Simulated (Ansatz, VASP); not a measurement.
# Na2I in VASP and in Ansatz

The input INCAR:

```
SYSTEM = Na2I
PREC     = Accurate       ! precision mode
ENCUT    = 600            ! plane-wave cutoff, eV
EDIFF    = 1E-6           ! SCF threshold, eV
ISMEAR   = 0              ! smearing method
SIGMA    = 0.1            ! smearing width, eV
LREAL    = .False.        ! projectors in reciprocal space
LASPH    = .True.         ! aspherical terms in the spheres
NELM     = 60             ! most SCF steps
ALGO     = Normal         ! electronic algorithm
ISIF     = 3              ! what is computed and relaxed
LWAVE    = .False.        ! write WAVECAR
LCHARG   = .False.        ! write CHGCAR
GGA      = PE             ! functional
IBRION   = 2              ! ionic algorithm
NSW      = 100            ! ionic steps
EDIFFG   = -0.01          ! ionic threshold
```

File KPOINTS:

```
regular mesh
0
Gamma
  12 12 12
  0 0 0
```

Contents of POSCAR:

```
Na2I
1.0
    5.6472153873      0.0000000000      0.0000000000
   -2.8236076937      4.8906319861      0.0000000000
    0.0000000000      0.0000000000      3.9908796538
Na I
2 1
Direct
    0.3333333333      0.6666666667      0.0000000000
    0.6666666667      0.3333333333      0.0000000000
    0.0000000000      0.0000000000      0.5000000000
```

Input for Ansatz:

```yaml
crystal:
  lattice:
    - [5.6472153873, 0.0, 0.0]
    - [-2.8236076937, 4.8906319861, 0.0]
    - [0.0, 0.0, 3.9908796538]
  atoms:
    - { symbol: Na, position: [0.3333333333, 0.6666666667, 0.0] }
    - { symbol: Na, position: [0.6666666667, 0.3333333333, 0.0] }
    - { symbol: I, position: [0.0, 0.0, 0.5] }
basis:
  ecutwfc: 420
kpoints:
  mp_grid: { grid: [12, 12, 12] }
hamiltonian:
  xc: pbe
scf:
  occupations: { method: gaussian, width: 0.1 }
output:
  forces: true
  stress: true
  eigenvalues: true
  write_density: true
  write_potential: true
  elf: true
  volumetric_format: npy
relax:
  adjacent_minimum: "off"
  f_tol: 0.01
  max_steps: 80
  cell: { stress_tol: 0.05 }
```

Alike in both runs: task relaxation of cell and atoms; functional PBE; k mesh 12 × 12 × 12; occupations gaussian, width 0.1 eV; no spin polarisation.

|  | VASP | Ansatz |
| --- | --- | --- |
| version | VASP 6.6.1 | Ansatz 0.2.0 |
| potentials or method | VASP PAW PBE potentials, release 64 (Na_pv, I), cutoff 600 eV | scalar-relativistic, plane waves, PAW |
| valence electrons in the cell | 21 | 35 |

Ansatz gave:

* gap on the k mesh at the Fermi level, each at its own relaxed structure (eV): none
* relaxed volume (Å³/atom): 36.41
* relaxed cell length with the largest relative difference (Å): 3.935

Task: Which values does VASP return?

Result: gap on the k mesh at the Fermi level, each at its own relaxed structure (eV): none; relaxed volume (Å³/atom): 36.37; relaxed cell length with the largest relative difference (Å): 3.945.

A gap of «none» marks a metal or a gap that the smearing closes. VASP's potentials hold 21 valence electrons a cell and Ansatz's 35, so a difference there can come from the potentials and not from the codes.

Spin-orbit coupling is off throughout.
